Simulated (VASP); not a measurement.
# AlNi (CsCl type) (Pm-3m) in VASP: single point with PBE

Aim: the single point of AlNi (CsCl type) with PBE.

Program: VASP 6.6.1. These are calculated values, not measurements. Logs are shortened: lines on timing, memory, paths and dates and some standing lists are left out, and cuts for length are marked.

### 1 The cell of the first run

The structure is cubic, space group Pm-3m (No. 221). The conventional cell has a = 2.894 Å, b = 2.894 Å, c = 2.894 Å, α = 90.00°, β = 90.00°, γ = 90.00°. Within 3.3 Å of Ni (site symmetry m-3m) lie 8 Al at 2.51 Å and 6 Ni at 2.89 Å. Al (site symmetry m-3m) has 8 Ni at 2.51 Å and 6 Al at 2.89 Å within 3.3 Å.

### 2 Single point, PBE

Input file INCAR:

```
SYSTEM = AlNi
PREC = Accurate ; ENCUT = 600
EDIFF = 1E-6 ; ISMEAR = -1
SIGMA = 0.1 ; LREAL = .False.
LASPH = .True. ; NELM = 120
ALGO = Normal ; ISIF = 2
LWAVE = .False. ; LCHARG = .False.
GGA = PE ; NBANDS = 14
GGA_COMPAT = .False.
```

Input file KPOINTS:

```
Automatic mesh
0
Gamma
  15 15 15
  0 0 0
```

Input file POSCAR:

```
AlNi
1.0
    2.8935740661      0.0000000000      0.0000000000
    0.0000000000      2.8935740661      0.0000000000
    0.0000000000      0.0000000000      2.8935740661
Ni Al
1 1
Direct
    0.0000000000      0.0000000000      0.0000000000
    0.5000000000      0.5000000000      0.5000000000
```

Potentials or basis: VASP PAW PBE potentials, release 64 (Ni, Al).

Command:

```bash
> cat potpaw_PBE.64/Ni/POTCAR potpaw_PBE.64/Al/POTCAR > POTCAR
> mpirun -np 1 vasp_std > vasp.out
```

OUTCAR:

```text
SYSTEM = AlNi
   PREC = Accurate
   ENCUT = 600
   EDIFF = 1E-6
   ISMEAR = -1
   LREAL = .False.
   LASPH = .True.
   NELM = 120
   ISIF = 2
   GGA = PE

 ion  position               nearest neighbor table
   1  0.000  0.000  0.000-   2 2.51   2 2.51   2 2.51   2 2.51   2 2.51   2 2.51   2 2.51   2 2.51

   2  0.500  0.500  0.500-   1 2.51   1 2.51   1 2.51   1 2.51   1 2.51   1 2.51   1 2.51   1 2.51

  LATTYP: Found a simple cubic cell.
 ALAT       =     2.8935740661

  Lattice vectors:

 A1 = (   2.8935740661,   0.0000000000,   0.0000000000)
 A2 = (   0.0000000000,   2.8935740661,   0.0000000000)
 A3 = (   0.0000000000,   0.0000000000,   2.8935740661)

Analysis of symmetry for initial positions (statically):
=====================================================================
 Subroutine PRICEL returns:
 Original cell was already a primitive cell.

 Routine SETGRP: Setting up the symmetry group for a
 simple cubic supercell.

 Subroutine GETGRP returns: Found 48 space group operations
 (whereof 48 operations were pure point group operations)
 out of a pool of 48 trial point group operations.

The static configuration has the point symmetry O_h .

Analysis of symmetry for dynamics (positions and initial velocities):
=====================================================================
 Subroutine PRICEL returns:
 Original cell was already a primitive cell.

 Routine SETGRP: Setting up the symmetry group for a
 simple cubic supercell.

 Subroutine GETGRP returns: Found 48 space group operations
 (whereof 48 operations were pure point group operations)
 out of a pool of 48 trial point group operations.

The dynamic configuration has the point symmetry O_h .

 Subroutine INISYM returns: Found 48 space group operations
 (whereof 48 operations are pure point group operations),
 and found     1 'primitive' translations

----------------------------------------------------------------------------------------

                                     Primitive cell

  volume of cell :      24.2272

  direct lattice vectors                    reciprocal lattice vectors
     2.893574066  0.000000000  0.000000000     0.345593366  0.000000000  0.000000000
     0.000000000  2.893574066  0.000000000     0.000000000  0.345593366  0.000000000
     0.000000000  0.000000000  2.893574066     0.000000000  0.000000000  0.345593366

  length of vectors
     2.893574066  2.893574066  2.893574066     0.345593366  0.345593366  0.345593366

  position of ions in fractional coordinates (direct lattice)
     0.000000000  0.000000000  0.000000000
     0.500000000  0.500000000  0.500000000

  ion indices of the primitive-cell ions
   primitive index   ion index
                 1           1
                 2           2

----------------------------------------------------------------------------------------

 KPOINTS: Automatic mesh

Automatic generation of k-mesh.
 Grid dimensions read from file:
 generate k-points for:   15   15   15

 Generating k-lattice:

  Cartesian coordinates                     Fractional coordinates (reciprocal lattice)
     0.023039558  0.000000000  0.000000000     0.066666667  0.000000000  0.000000000
     0.000000000  0.023039558  0.000000000     0.000000000  0.066666667  0.000000000
     0.000000000  0.000000000  0.023039558     0.000000000  0.000000000  0.066666667

  Length of vectors
     0.023039558  0.023039558  0.023039558

  Shift w.r.t. Gamma in fractional coordinates (k-lattice)
     0.000000000  0.000000000  0.000000000

 Subroutine IBZKPT returns following result:
 ===========================================

 Found    120 irreducible k-points:

 Following reciprocal coordinates:
            Coordinates               Weight
  0.000000  0.000000  0.000000      1.000000
  0.066667  0.000000  0.000000      6.000000
  0.133333  0.000000  0.000000      6.000000
  0.200000  0.000000  0.000000      6.000000
  0.266667  0.000000  0.000000      6.000000
  0.333333  0.000000  0.000000      6.000000
[... 16 lines left out ...]
  0.266667  0.200000  0.000000     24.000000
  0.333333  0.200000  0.000000     24.000000
 [... further k-points ...]
   k-points           NKPTS =    120   k-points in BZ     NKDIM =    120   number of bands    NBANDS=     14
   number of dos      NEDOS =    301   number of ions     NIONS =      2
   total plane-waves  NPLWV =  13824
   dimension x,y,z NGX =    24 NGY =   24 NGZ =   24
   dimension x,y,z NGXF=    48 NGYF=   48 NGZF=   48
   ions per type =               1   1
   NGX,Y,Z   is equivalent  to a cutoff of  13.79, 13.79, 13.79 a.u.
   NGXF,Y,Z  is equivalent  to a cutoff of  27.58, 27.58, 27.58 a.u.
 SYSTEM =  AlNi
   PREC   = accura    normal or accurate (medium, high low for compatibility)
   ISTART =      0    job   : 0-new  1-cont  2-samecut
   ICHARG =      2    charge: 1-file 2-atom 10-const
   ISPIN  =      1    spin polarized calculation?
   LNONCOLLINEAR =      F non collinear calculations
   LSORBIT =      F    spin-orbit coupling
   LASPH  =      T    aspherical Exc in radial PAW
   ENCUT  =  600.0 eV  44.10 Ry    6.64 a.u.   5.78  5.78  5.78*2*pi/ulx,y,z
   NELM   =    120;   NELMIN=  2; NELMDL= -5     # of ELM steps
   EDIFF  = 0.1E-05   stopping-criterion for ELM
   LREAL  =      F    real-space projection
   EDIFFG = 0.1E-04   stopping-criterion for IOM
   NSW    =      0    number of steps for IOM
   IBRION =     -1    ionic relax: 0-MD 1-quasi-New 2-CG
   NFREE  =      0    steps in history (QN), initial steepest desc. (CG)
   ISIF   =      2    stress and relaxation
   ISYM   =      2    0-nonsym 1-usesym 2-fastsym
   POTIM  = 0.5000    time-step for ionic-motion
   TEBEG  =    0.0;   TEEND  =   0.0 temperature during run
   PSTRESS=    0.0 pullay stress
   NELECT =      13.0000    total number of electrons
   NUPDOWN=      -1.0000    fix difference up-down
   EMIN   =  10.00;   EMAX   =-10.00  energy-range for DOS
   EFERMI =   0.00;   METHOD = LEGACY
   ISMEAR =    -1;   SIGMA  =   0.10  broadening in eV -4-tet -1-fermi 0-gaus
   EFERMI_NEDOS =   21; number of points for ismear=-14 and -15
   IALGO  =     38    algorithm
   IMIX   =      4    mixing-type and parameters
     AMIX     =   0.40;   BMIX     =  1.00
     AMIX_MAG =   1.60;   BMIX_MAG =  1.00
  volume/ion in A,a.u.               =      12.11        81.75
  Fermi-wavevector in a.u.,A,eV,Ry     =   1.330316  2.513932 24.078768  1.769740
  Thomas-Fermi vector in A             =   2.459412
   LORBIT       =      0    0 simple, 1 ext, 2 COOP (PROOUT), +10 PAW based schemes
   GGA     = PE    functional components
   LHFCALC =     F    Hartree Fock is set to
   AEXX    =    0.0000 exact exchange contribution
   IVDW    =     0    specifies the selected vdW correction
   LEPSILON=     F    determine dielectric tensor
   LRPA    =     F    only Hartree local field effects (RPA)
 non-spin polarized calculation
  energy-cutoff  :      600.00
  volume of cell :       24.23
 maximum number of plane-waves:       840
 NGX is ok and might be reduce to    24
   NGX = 11   NGY = 11   NGZ = 11

 number of electron      13.0000013 magnetization

 Free energy of the ion-electron system (eV)
  ---------------------------------------------------
  ext. energy  EPLUGINS =         0.00000000
  ---------------------------------------------------
  free energy    TOTEN  =       -10.55169394 eV

  energy without entropy =      -10.52249591  energy(sigma->0) =      -10.53709493

 E-fermi :   9.8645     XC(G=0): -11.9858

 val. band max:        9.8609440468   @ k =   0.4000   0.2667   0.2000
 cond. band min:       9.8693413312   @ k =   0.3333   0.1333   0.0667
 fundamental gap:      0.0083972844
 Fermi energy:         9.8645182816

 k-point     1 :       0.0000    0.0000    0.0000
  band No.  band energies     occupation
      1      -1.1883      2.00000
      2       6.6865      2.00000
      3       6.6865      2.00000
      4       8.3351      2.00000
      5       8.3351      2.00000
      6       8.3351      2.00000
      7      15.2990      0.00000
      8      15.2990      0.00000
      9      15.2990      0.00000
     10      17.9361      0.00000
     11      17.9361      0.00000
     12      23.3628      0.00000
     13      30.6298      0.00000
     14      30.6298      0.00000

 k-point     2 :       0.0667    0.0000    0.0000
  band No.  band energies     occupation
      1      -1.1072      2.00000
      2       6.6805      2.00000
      3       6.7054      2.00000
      4       8.3000      2.00000
      5       8.3000      2.00000
      6       8.3387      2.00000
      7      14.4296      0.00000
      8      15.4064      0.00000
      9      15.4064      0.00000
     10      17.9420      0.00000
     11      18.7204      0.00000
     12      23.6512      0.00000
     13      29.6709      0.00000
     14      29.6709      0.00000

 k-point     3 :       0.1333    0.0000    0.0000
  band No.  band energies     occupation
      1      -0.8648      2.00000
      2       6.6440      2.00000
      3       6.7593      2.00000
      4       8.2041      2.00000
      5       8.2041      2.00000
      6       8.3492      2.00000
      7      12.9544      0.00000
      8      15.7196      0.00000
      9      15.7196      0.00000
     10      17.9592      0.00000
     11      19.8939      0.00000
     12      24.5740      0.00000
     13      28.0638      0.00000
     14      28.0638      0.00000
[... 324 lines left out ...]
 k-point    23 :       0.2667    0.2000    0.0000
  band No.  band energies     occupation
      1       0.7805      2.00000
      2       6.4450      2.00000
      3       6.8671      2.00000
      4       7.6556      2.00000
      5       7.9662      2.00000
      6       8.1512      2.00000
      7      10.7836      0.00020
      8      13.0161      0.00000
      9      17.7261      0.00000
     10      19.0351      0.00000
     11      21.5275      0.00000
     12      25.0051      0.00000
     13      25.3615      0.00000
     14      27.2902      0.00000

 k-point    24 :       0.3333    0.2000    0.0000
  band No.  band energies     occupation
      1       1.4555      2.00000
      2       5.8837      2.00000
      3       7.0134      2.00000
      4       7.6029      2.00000
      5       7.8478      2.00000
      6       8.1696      2.00000
      7       9.9438      0.62305
      8      13.5766      0.00000
      9      18.2513      0.00000
     10      18.4909      0.00000
     11      21.2372      0.00000
     12      23.9662      0.00000
     13      25.6185      0.00000
     14      27.1516      0.00000

 [... further k-points ...]
[... 5 lines left out ...]
  --------------------------------------------------------------------------------------
  -------------------------------------------------------------------------------------
  Total       -0.0091843     -0.0091843     -0.0091843     -0.0000000     -0.0000000      0.0000000
  in kB       -0.6073670     -0.6073670     -0.6073670     -0.0000000     -0.0000000      0.0000000
  external PRESSURE =      -0.6073670 kB  Pullay stress =       0.0000000 kB

 VOLUME and BASIS-vectors are now :
 -----------------------------------------------------------------------------
  energy-cutoff  :      600.00
  volume of cell :       24.23
      direct lattice vectors                 reciprocal lattice vectors
     2.893574066  0.000000000  0.000000000     0.345593366  0.000000000  0.000000000
     0.000000000  2.893574066  0.000000000     0.000000000  0.345593366  0.000000000
     0.000000000  0.000000000  2.893574066     0.000000000  0.000000000  0.345593366

 POSITION                                       TOTAL-FORCE (eV/Angst)
 -----------------------------------------------------------------------------------
      0.00000      0.00000      0.00000         0.000000      0.000000      0.000000
      1.44679      1.44679      1.44679         0.000000      0.000000      0.000000
 -----------------------------------------------------------------------------------
    total drift:                                0.000000      0.000000      0.000000

  FREE ENERGIE OF THE ION-ELECTRON SYSTEM (eV)
  ---------------------------------------------------
  free  energy   TOTEN  =       -10.5516939383 eV

  energy  without entropy=      -10.5224959118  energy(sigma->0) =      -10.53709493
```

Run time: 16 s. Hardware: 1 thread of Intel Xeon Platinum 8375C at 2.90GHz (Ice Lake), shared host; peak memory 0.17 GiB.

Results:

* Free energy: -10.5517 eV
* Pressure: -0.1 GPa
* Band gap on the k mesh: zero (an odd number of electrons rules out a gap without spin polarisation)

Spin polarisation is off, so any magnetic state and its effect on volume and gap are missing.
